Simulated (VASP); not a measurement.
# Co (Fm-3m) in VASP: notebook

Runs on Co. Level: PBEsol. Tasks: single point, relaxation of cell and atoms.

All numbers are computed with VASP 6.6.1; they aren't measurements. Logs are shortened: lines on timing, memory, paths and dates and some standing lists are left out, and cuts for length are marked.

**1. The cell of the first run**

The structure is cubic, space group Fm-3m (No. 225). Conventional cell: a = 3.473 Å, b = 3.473 Å, c = 3.473 Å, α = 90.00°, β = 90.00°, γ = 90.00°. Within 3.2 Å of Co (site symmetry m-3m) lie 12 Co at 2.46 Å.

**2. Single point, PBEsol, collinear spin, ferromagnetic start**

Input file INCAR:

```
SYSTEM = Co
PREC     = Accurate       ! precision mode
ENCUT    = 520            ! plane-wave cutoff, eV
EDIFF    = 1E-6           ! SCF threshold, eV
ISMEAR   = 0              ! smearing method
SIGMA    = 0.1            ! smearing width, eV
LREAL    = .FALSE.        ! projectors in reciprocal space
LASPH    = .TRUE.         ! aspherical terms in the spheres
NELM     = 150            ! most SCF steps
ALGO     = Normal         ! electronic algorithm
ISIF     = 2              ! what is computed and relaxed
LWAVE    = .FALSE.        ! write WAVECAR
LCHARG   = .FALSE.        ! write CHGCAR
ISPIN    = 2              ! spin polarisation
MAGMOM   = 1.93           ! initial moments
LORBIT   = 11             ! projections on sites
LMAXMIX  = 4              ! l up to which the mixer works
GGA      = PS             ! functional
NBANDS   = 14             ! bands
```

Input file KPOINTS:

```
regular mesh
0
G
  8 8 8
  0 0 0
```

Input file POSCAR:

```
Co
1.0
    0.0000000000      1.7366639905      1.7366639905
    1.7366639905      0.0000000000      1.7366639905
    1.7366639905      1.7366639905      0.0000000000
Co
1
Direct
    0.0000000000      0.0000000000      0.0000000000
```

Potentials or basis: VASP PAW PBE potentials, release 64 (Co).

Launch:

```bash
$ cat potpaw_PBE.64/Co/POTCAR > POTCAR
$ mpirun -np 1 vasp_std > vasp.out
```

OUTCAR:

```text
SYSTEM = Co
   PREC = Accurate
   ENCUT = 520
   EDIFF = 1E-6
   ISMEAR = 0
   LREAL = .FALSE.
   LASPH = .TRUE.
   NELM = 150
   ISIF = 2
   ISPIN = 2
   LORBIT = 11
   GGA = PS

 ion  position               nearest neighbor table
   1  0.000  0.000  0.000-

  LATTYP: Found a face centered cubic cell.
 ALAT       =     3.4733279810

  Lattice vectors:

 A1 = (   0.0000000000,   1.7366639905,   1.7366639905)
 A2 = (   1.7366639905,   0.0000000000,   1.7366639905)
 A3 = (   1.7366639905,   1.7366639905,   0.0000000000)

Analysis of symmetry for initial positions (statically):
=====================================================================
 Subroutine PRICEL returns:
 Original cell was already a primitive cell.

 Routine SETGRP: Setting up the symmetry group for a
 face centered cubic supercell.

 Subroutine GETGRP returns: Found 48 space group operations
 (whereof 48 operations were pure point group operations)
 out of a pool of 48 trial point group operations.

The static configuration has the point symmetry O_h .

Analysis of symmetry for dynamics (positions and initial velocities):
=====================================================================
 Subroutine PRICEL returns:
 Original cell was already a primitive cell.

 Routine SETGRP: Setting up the symmetry group for a
 face centered cubic supercell.

 Subroutine GETGRP returns: Found 48 space group operations
 (whereof 48 operations were pure point group operations)
 out of a pool of 48 trial point group operations.

The dynamic configuration has the point symmetry O_h .

Analysis of structural, dynamic, and magnetic symmetry:
=====================================================================
 Subroutine PRICEL returns:
 Original cell was already a primitive cell.

 Routine SETGRP: Setting up the symmetry group for a
 face centered cubic supercell.

 Subroutine GETGRP returns: Found 48 space group operations
 (whereof 48 operations were pure point group operations)
 out of a pool of 48 trial point group operations.

The overall configuration has the point symmetry O_h .

 Subroutine INISYM returns: Found 48 space group operations
 (whereof 48 operations are pure point group operations),
 and found     1 'primitive' translations

----------------------------------------------------------------------------------------

                                     Primitive cell

  volume of cell :      10.4756

  direct lattice vectors                    reciprocal lattice vectors
     0.000000000  1.736663991  1.736663991    -0.287908313  0.287908313  0.287908313
     1.736663991  0.000000000  1.736663991     0.287908313 -0.287908313  0.287908313
     1.736663991  1.736663991  0.000000000     0.287908313  0.287908313 -0.287908313

  length of vectors
     2.456013769  2.456013769  2.456013769     0.498671826  0.498671826  0.498671826

  position of ions in fractional coordinates (direct lattice)
     0.000000000  0.000000000  0.000000000

  ion indices of the primitive-cell ions
   primitive index   ion index
                 1           1

----------------------------------------------------------------------------------------

 KPOINTS: regular mesh

Automatic generation of k-mesh.
 Grid dimensions read from file:
 generate k-points for:    8    8    8

 Generating k-lattice:

  Cartesian coordinates                     Fractional coordinates (reciprocal lattice)
    -0.035988539  0.035988539  0.035988539     0.125000000  0.000000000  0.000000000
     0.035988539 -0.035988539  0.035988539     0.000000000  0.125000000  0.000000000
     0.035988539  0.035988539 -0.035988539     0.000000000  0.000000000  0.125000000

  Length of vectors
     0.062333978  0.062333978  0.062333978

  Shift w.r.t. Gamma in fractional coordinates (k-lattice)
     0.000000000  0.000000000  0.000000000

 Subroutine IBZKPT returns following result:
 ===========================================

 Found     29 irreducible k-points:

 Following reciprocal coordinates:
            Coordinates               Weight
  0.000000  0.000000  0.000000      1.000000
  0.125000  0.000000  0.000000      8.000000
  0.250000  0.000000  0.000000      8.000000
  0.375000  0.000000  0.000000      8.000000
  0.500000  0.000000  0.000000      4.000000
  0.125000  0.125000  0.000000      6.000000
[... 16 lines left out ...]
  0.500000  0.250000  0.125000     48.000000
 -0.375000  0.250000  0.125000     24.000000
 [... further k-points ...]
   k-points           NKPTS =     29   k-points in BZ     NKDIM =     29   number of bands    NBANDS=     14
   number of dos      NEDOS =    301   number of ions     NIONS =      1
   total plane-waves  NPLWV =   5832
   dimension x,y,z NGX =    18 NGY =   18 NGZ =   18
   dimension x,y,z NGXF=    36 NGYF=   36 NGZF=   36
   ions per type =               1
   NGX,Y,Z   is equivalent  to a cutoff of  12.18, 12.18, 12.18 a.u.
   NGXF,Y,Z  is equivalent  to a cutoff of  24.37, 24.37, 24.37 a.u.
 SYSTEM =  Co
   PREC   = accura    normal or accurate (medium, high low for compatibility)
   ISTART =      0    job   : 0-new  1-cont  2-samecut
   ICHARG =      2    charge: 1-file 2-atom 10-const
   ISPIN  =      2    spin polarized calculation?
   LNONCOLLINEAR =      F non collinear calculations
   LSORBIT =      F    spin-orbit coupling
   LASPH  =      T    aspherical Exc in radial PAW
   ENCUT  =  520.0 eV  38.22 Ry    6.18 a.u.   4.57  4.57  4.57*2*pi/ulx,y,z
   NELM   =    150;   NELMIN=  2; NELMDL= -5     # of ELM steps
   EDIFF  = 0.1E-05   stopping-criterion for ELM
   LREAL  =      F    real-space projection
   EDIFFG = 0.1E-04   stopping-criterion for IOM
   NSW    =      0    number of steps for IOM
   IBRION =     -1    ionic relax: 0-MD 1-quasi-New 2-CG
   NFREE  =      0    steps in history (QN), initial steepest desc. (CG)
   ISIF   =      2    stress and relaxation
   ISYM   =      2    0-nonsym 1-usesym 2-fastsym
   POTIM  = 0.5000    time-step for ionic-motion
   TEBEG  =    0.0;   TEEND  =   0.0 temperature during run
   PSTRESS=    0.0 pullay stress
   NELECT =       9.0000    total number of electrons
   NUPDOWN=      -1.0000    fix difference up-down
   EMIN   =  10.00;   EMAX   =-10.00  energy-range for DOS
   EFERMI =   0.00;   METHOD = LEGACY
   ISMEAR =     0;   SIGMA  =   0.10  broadening in eV -4-tet -1-fermi 0-gaus
   EFERMI_NEDOS =   21; number of points for ismear=-14 and -15
   IALGO  =     38    algorithm
   IMIX   =      4    mixing-type and parameters
     AMIX     =   0.40;   BMIX     =  1.00
     AMIX_MAG =   1.60;   BMIX_MAG =  1.00
  volume/ion in A,a.u.               =      10.48        70.69
  Fermi-wavevector in a.u.,A,eV,Ry     =   1.556312  2.941002 32.954747  2.422106
  Thomas-Fermi vector in A             =   2.660126
   LORBIT       =     11    0 simple, 1 ext, 2 COOP (PROOUT), +10 PAW based schemes
   GGA     = PS    functional components
   LHFCALC =     F    Hartree Fock is set to
   AEXX    =    0.0000 exact exchange contribution
   IVDW    =     0    specifies the selected vdW correction
   LEPSILON=     F    determine dielectric tensor
   LRPA    =     F    only Hartree local field effects (RPA)
 spin polarized calculation
 Gauss-broadening in eV      SIGMA  =   0.10
  energy-cutoff  :      520.00
  volume of cell :       10.48
 maximum number of plane-waves:       295
   NGX =  9   NGY =  9   NGZ =  9

 number of electron       8.9999991 magnetization       1.6980143

 Free energy of the ion-electron system (eV)
  ---------------------------------------------------
  ext. energy  EPLUGINS =         0.00000000
  ---------------------------------------------------
  free energy    TOTEN  =        -7.71946063 eV

  energy without entropy =       -7.71178810  energy(sigma->0) =       -7.71562437

 E-fermi :  10.6352     XC(G=0): -13.7891

 val. band max:       10.6130545729   @ k =   0.5000   0.3750   0.0000
 cond. band min:      10.6389489822   @ k =   0.1250   0.1250   0.0000
 fundamental gap:      0.0258944092
 Fermi energy:        10.6351773089

 spin component 1

 k-point     1 :       0.0000    0.0000    0.0000
  band No.  band energies     occupation
      1       1.3639      1.00000
      2       7.8747      1.00000
      3       7.8747      1.00000
      4       7.8747      1.00000
      5       8.9932      1.00000
      6       8.9932      1.00000
      7      33.9261      0.00000
      8      38.5434      0.00000
      9      38.5434      0.00000
     10      38.5434      0.00000
     11      41.8975      0.00000
     12      41.8975      0.00000
     13      41.8975      0.00000
     14      44.2644      0.00000
[... 375 lines left out ...]
 k-point    24 :      -0.3750    0.2500    0.1250
  band No.  band energies     occupation
      1       6.1816      1.00000
      2       6.8880      1.00000
      3       7.8161      1.00000
      4       8.4382      1.00000
      5       9.8709      1.00000
      6      14.2116      0.00000
      7      17.4004      0.00000
      8      27.0104      0.00000
      9      28.2986      0.00000
     10      36.7392      0.00000
     11      41.0157      0.00000
     12      46.6042      0.00000
     13      48.0893      0.00000
     14      51.1358      0.00000

 [... further k-points ...]

 spin component 2

 k-point     1 :       0.0000    0.0000    0.0000
  band No.  band energies     occupation
      1       1.4908      1.00000
      2       9.4888      1.00000
      3       9.4888      1.00000
      4       9.4888      1.00000
      5      10.9921      0.00000
      6      10.9921      0.00000
      7      33.7749      0.00000
      8      38.7650      0.00000
      9      38.7650      0.00000
     10      38.7650      0.00000
     11      42.3284      0.00000
     12      42.3284      0.00000
     13      42.3284      0.00000
     14      44.1633      0.00000
[... 375 lines left out ...]
 k-point    24 :      -0.3750    0.2500    0.1250
  band No.  band energies     occupation
      1       7.2851      1.00000
      2       8.2501      1.00000
      3       9.1043      1.00000
      4      10.2487      1.00000
      5      11.7611      0.00000
      6      15.1389      0.00000
      7      18.3254      0.00000
      8      27.4537      0.00000
      9      28.7743      0.00000
     10      36.9268      0.00000
     11      41.3673      0.00000
     12      48.2605      0.00000
     13      50.1878      0.00000
     14      51.5017      0.00000

 [... further k-points ...]
[... 5 lines left out ...]
  --------------------------------------------------------------------------------------
  -------------------------------------------------------------------------------------
  Total       -0.0419356     -0.0419356     -0.0419356      0.0000000      0.0000000      0.0000000
  in kB       -6.4138166     -6.4138166     -6.4138166      0.0000000      0.0000000      0.0000000
  external PRESSURE =      -6.4138166 kB  Pullay stress =       0.0000000 kB

 VOLUME and BASIS-vectors are now :
 -----------------------------------------------------------------------------
  energy-cutoff  :      520.00
  volume of cell :       10.48
      direct lattice vectors                 reciprocal lattice vectors
     0.000000000  1.736663991  1.736663991    -0.287908313  0.287908313  0.287908313
     1.736663991  0.000000000  1.736663991     0.287908313 -0.287908313  0.287908313
     1.736663991  1.736663991  0.000000000     0.287908313  0.287908313 -0.287908313

 POSITION                                       TOTAL-FORCE (eV/Angst)
 -----------------------------------------------------------------------------------
      0.00000      0.00000      0.00000        -0.000000     -0.000000      0.000000
 -----------------------------------------------------------------------------------
    total drift:                                0.000000     -0.000000      0.000000

  FREE ENERGIE OF THE ION-ELECTRON SYSTEM (eV)
  ---------------------------------------------------
  free  energy   TOTEN  =        -7.7194606318 eV

  energy  without entropy=       -7.7117880983  energy(sigma->0) =       -7.71562437

 total charge

# of ion       s       p       d       tot
------------------------------------------
    1        0.508   0.564   7.267   8.339

 magnetization (x)

# of ion       s       p       d       tot
------------------------------------------
    1       -0.009  -0.038   1.748   1.701
```

Run time: 5.2 s. Hardware: 1 thread of AMD EPYC 9R45 (Zen 5), shared host; peak memory 0.09 GiB.

What came out:

```yaml
Free_energy: -7.7195 eV
Pressure: -0.6 GPa
Net_moment: 1.70 μB per cell
Site_moments: Co +1.70 μB
Valence_electrons_inside_the_program's_atomic_spheres: Co 8.34
```

Levels at points of the mesh, in eV from the Fermi level:
Spin up:
| k point | band 2 | band 3 | band 4 | band 5 | band 6 | band 7 | band 8 | band 9 |
| --- | --- | --- | --- | --- | --- | --- | --- | --- |
| (0.00, 0.00, 0.00) | -2.76 | -2.76 | -2.76 | -1.64 | -1.64 | 23.29 | 27.91 | 27.91 |
| (0.50, 0.00, 0.00) | -2.90 | -2.90 | -0.70 | -0.70 | -0.36 | 6.43 | 21.85 | 25.48 |
| (0.50, 0.50, 0.00) | -4.82 | -0.81 | -0.42 | -0.42 | 2.53 | 9.92 | 15.20 | 15.20 |
Spin down:
| k point | band 1 | band 2 | band 3 | band 4 | band 5 | band 6 | band 7 | band 8 | band 9 |
| --- | --- | --- | --- | --- | --- | --- | --- | --- | --- |
| (0.00, 0.00, 0.00) | -9.14 | -1.15 | -1.15 | -1.15 | 0.36 | 0.36 | 23.14 | 28.13 | 28.13 |
| (0.50, 0.00, 0.00) | -4.42 | -1.18 | -1.18 | -0.28 | 1.24 | 1.24 | 7.51 | 21.70 | 25.86 |
| (0.50, 0.50, 0.00) | -4.27 | -3.51 | 1.28 | 1.44 | 1.44 | 2.66 | 10.92 | 15.45 | 15.45 |

Caveat: the k points lie up to 0.39 Å⁻¹ apart; the PAW data sets were made with another functional, which shifts forces and pressure a little.

**3. Relaxation of cell and atoms, PBEsol, collinear spin, ferromagnetic start**

This run uses another cell than the first one, of 10.84 Å³/atom, 1.035 times its volume.

Input file INCAR:

```
PREC = Accurate
ENCUT = 600
EDIFF = 1E-6
ISMEAR = 0
SIGMA = 0.1
LREAL = False
LASPH = True
NELM = 150
ALGO = Normal
ISIF = 3
LWAVE = False
LCHARG = False
ISPIN = 2
MAGMOM = 1.93
LORBIT = 11
LMAXMIX = 4
GGA = PS
IBRION = 2
NSW = 90
EDIFFG = -0.04
```

Input file KPOINTS:

```
Automatic mesh
0
Gamma
  8 8 8
```

Input file POSCAR:

```
Co
1.0
    0.0000000000      1.7566572351      1.7566572351
    1.7566572351      0.0000000000      1.7566572351
    1.7566572351      1.7566572351      0.0000000000
Co
1
Direct
    0.0000000000      0.0000000000      0.0000000000
```

Potentials or basis: VASP PAW PBE potentials, release 64 (Co).

Launch:

```bash
$ cat potpaw_PBE.64/Co/POTCAR > POTCAR
$ mpirun -np 1 vasp_std > vasp.out
```

OUTCAR:

```text
PREC = Accurate
   ENCUT = 600
   EDIFF = 1E-6
   ISMEAR = 0
   LREAL = False
   LASPH = True
   NELM = 150
   ISIF = 3
   ISPIN = 2
   LORBIT = 11
   GGA = PS
   IBRION = 2
   NSW = 90
   EDIFFG = -0.04

 ion  position               nearest neighbor table
   1  0.000  0.000  0.000-

  LATTYP: Found a face centered cubic cell.
 ALAT       =     3.5133144702

  Lattice vectors:

 A1 = (   0.0000000000,   1.7566572351,   1.7566572351)
 A2 = (   1.7566572351,   0.0000000000,   1.7566572351)
 A3 = (   1.7566572351,   1.7566572351,   0.0000000000)

Analysis of symmetry for initial positions (statically):
=====================================================================
 Subroutine PRICEL returns:
 Original cell was already a primitive cell.

 Routine SETGRP: Setting up the symmetry group for a
 face centered cubic supercell.

 Subroutine GETGRP returns: Found 48 space group operations
 (whereof 48 operations were pure point group operations)
 out of a pool of 48 trial point group operations.

The static configuration has the point symmetry O_h .

Analysis of symmetry for dynamics (positions and initial velocities):
=====================================================================
 Subroutine PRICEL returns:
 Original cell was already a primitive cell.

 Routine SETGRP: Setting up the symmetry group for a
 face centered cubic supercell.

 Subroutine GETGRP returns: Found 48 space group operations
[... 232 lines left out ...]
--------------------------------------- Ionic step        3  -------------------------------------------

 number of electron       8.9999998 magnetization       1.6992090

 Free energy of the ion-electron system (eV)
  ---------------------------------------------------
  ext. energy  EPLUGINS =         0.00000000
  ---------------------------------------------------
  free energy    TOTEN  =        -7.71952589 eV

  energy without entropy =       -7.71186405  energy(sigma->0) =       -7.71569497

 E-fermi :  10.6730     XC(G=0): -13.8053

 val. band max:       10.6519295628   @ k =   0.5000   0.3750   0.0000
 cond. band min:      10.6763835540   @ k =   0.1250   0.1250   0.0000
 fundamental gap:      0.0244539913
 Fermi energy:        10.6730159936

 spin component 1

 k-point     1 :       0.0000    0.0000    0.0000
  band No.  band energies     occupation
      1       1.3867      1.00000
      2       7.9070      1.00000
      3       7.9070      1.00000
      4       7.9070      1.00000
      5       9.0309      1.00000
      6       9.0309      1.00000
      7      33.9864      0.00000
      8      38.6244      0.00000
      9      38.6244      0.00000
[... 265 lines left out ...]
 k-point    24 :      -0.3750    0.2500    0.1250
  band No.  band energies     occupation
      1       6.2082      1.00000
      2       6.9164      1.00000
      3       7.8481      1.00000
      4       8.4731      1.00000
      5       9.9116      1.00000
      6      14.2608      0.00000
      7      17.4616      0.00000
      8      27.0776      0.00000
      9      28.3757      0.00000

 [... further k-points ...]

 spin component 2

 k-point     1 :       0.0000    0.0000    0.0000
  band No.  band energies     occupation
      1       1.5158      1.00000
      2       9.5223      1.00000
      3       9.5223      1.00000
      4       9.5223      1.00000
      5      11.0311      0.00000
      6      11.0311      0.00000
      7      33.8375      0.00000
      8      38.8479      0.00000
      9      38.8479      0.00000
[... 304 lines left out ...]
  FREE ENERGIE OF THE ION-ELECTRON SYSTEM (eV)
  ---------------------------------------------------
  free  energy   TOTEN  =        -7.7195258911 eV

  energy  without entropy=       -7.7118640486  energy(sigma->0) =       -7.71569497

 reached required accuracy - stopping structural energy minimisation

 total charge

# of ion       s       p       d       tot
------------------------------------------
    1        0.509   0.566   7.270   8.345

 magnetization (x)

# of ion       s       p       d       tot
------------------------------------------
    1       -0.009  -0.038   1.747   1.701
```

CONTCAR:

```text
Co
   1.00000000000000
    -0.0000000000000000    1.7351264002127591    1.7351264002127591
     1.7351264002127591    0.0000000000000000    1.7351264002127591
     1.7351264002127591    1.7351264002127591    0.0000000000000000
  Co
     1
Direct
     0.0000000000000000    0.0000000000000000    0.0000000000000000

  0.00000000E+00  0.00000000E+00  0.00000000E+00
```

Run time: 12 s. Hardware: 1 thread of AMD EPYC 9R45 (Zen 5), shared host; peak memory 0.11 GiB.

Results:

| Item | Value |
| --- | --- |
| Free energy | -7.7195 eV |
| Relaxed volume | 10.45 Å³/atom |
| Relaxed cell | a = 2.454 Å, b = 2.454 Å, c = 2.454 Å, α = 60.00°, β = 60.00°, γ = 60.00° |
| Space group after relaxing (to 0.05 Å) | Fm-3m (No. 225) |
| Energy gained by relaxing | 11.1 meV/atom |
| Ionic steps | 3 |
| Pressure after relaxing | -0.1 GPa |
| Net moment | 1.70 μB per cell |
| Site moments | Co +1.70 μB |
| Valence electrons inside the program's atomic spheres | Co 8.35 |

The path:
| step | energy change (eV) | largest force (eV/Å) | pressure (GPa) | volume (Å³) |
| --- | --- | --- | --- | --- |
| 1 | 0.0000 | 0.0000 | -8.59 | 10.84 |
| 2 | 0.0086 | 0.0000 | 13.55 | 9.96 |
| 3 | -0.0111 | 0.0000 | -0.08 | 10.45 |

Final structure:
```
Co
1.0
     0.00000    1.73513    1.73513
     1.73513    0.00000    1.73513
     1.73513    1.73513    0.00000
Co
1
Cartesian
  0.0000 0.0000 0.0000
```

Caveat: the k points lie up to 0.39 Å⁻¹ apart in the final cell; the PAW data sets were made with another functional, which shifts forces and pressure a little.
